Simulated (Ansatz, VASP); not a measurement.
# NbRu3: VASP beside Ansatz

INCAR

```
PREC     = Accurate       # precision mode
ENCUT    = 520            # plane-wave cutoff, eV
EDIFF    = 1E-6           # SCF threshold, eV
ISMEAR   = -1             # smearing method
SIGMA    = 0.05           # smearing width, eV
LREAL    = F              # projectors in reciprocal space
LASPH    = T              # aspherical terms in the spheres
NELM     = 60             # most SCF steps
ALGO     = Normal         # electronic algorithm
ISIF     = 2              # what is computed and relaxed
LWAVE    = F              # write WAVECAR
LCHARG   = F              # write CHGCAR
GGA      = CA             # functional
NBANDS   = 36             # bands
```

The input KPOINTS:

```
Automatic mesh
0
Gamma
  9 9 9
```

POSCAR

```
NbRu3
1.0
    3.9310584868      0.0000000000      0.0000000000
    0.0000000000      3.9310584868      0.0000000000
    0.0000000000      0.0000000000      3.9310584868
Nb Ru
1 3
Direct
    0.0000000000      0.0000000000      0.0000000000
    0.0000000000      0.5000000000      0.5000000000
    0.5000000000      0.0000000000      0.5000000000
    0.5000000000      0.5000000000      0.0000000000
```

Input for Ansatz:

```yaml
crystal:
  lattice:
    - [3.9310584868, 0.0, 0.0]
    - [0.0, 3.9310584868, 0.0]
    - [0.0, 0.0, 3.9310584868]
  atoms:
    - { symbol: Nb, position: [0.0, 0.0, 0.0] }
    - { symbol: Ru, position: [0.0, 0.5, 0.5] }
    - { symbol: Ru, position: [0.5, 0.0, 0.5] }
    - { symbol: Ru, position: [0.5, 0.5, 0.0] }
kpoints:
  mp_grid: { grid: [9, 9, 9] }
  band_path:
    path:
      - [0.0, 0.0, 0.0]
      - [0.0, 0.5, 0.0]
      - [0.5, 0.5, 0.0]
      - [0.0, 0.0, 0.0]
      - [0.5, 0.5, 0.5]
      - [0.0, 0.5, 0.0]
      - [0.5, 0.5, 0.5]
      - [0.5, 0.5, 0.0]
    npoints: 5
scf:
  occupations: { method: fermi_dirac, width: 0.05 }
hamiltonian:
  xc: lda
  pseudopotentials: { kind: all_electron, lapw: { basis_error: 0.001 } }
output:
  forces: true
  stress: true
  eigenvalues: true
```

Change from the starting cell: volume scaled by 1.04.

Alike in both runs: task single point; functional LDA; k mesh 9 × 9 × 9; occupations fermi-dirac, width 0.05 eV; no spin polarisation.

```csv
,VASP,Ansatz
version,VASP 6.6.1,Ansatz 0.2.0
potentials or method,"VASP PAW LDA potentials, release 64 (Nb_sv, Ru_pv), cutoff 520 eV","all-electron LAPW, scalar-relativistic"
```

```csv
,VASP,Ansatz,Ansatz less VASP
pressure (GPa),-20.3,-20.6,-0.31
```

LDA's correlation is that of Perdew and Zunger in VASP and of Perdew and Wang (1992) in Ansatz. Ansatz ran all-electron here, and VASP with PAW potentials.
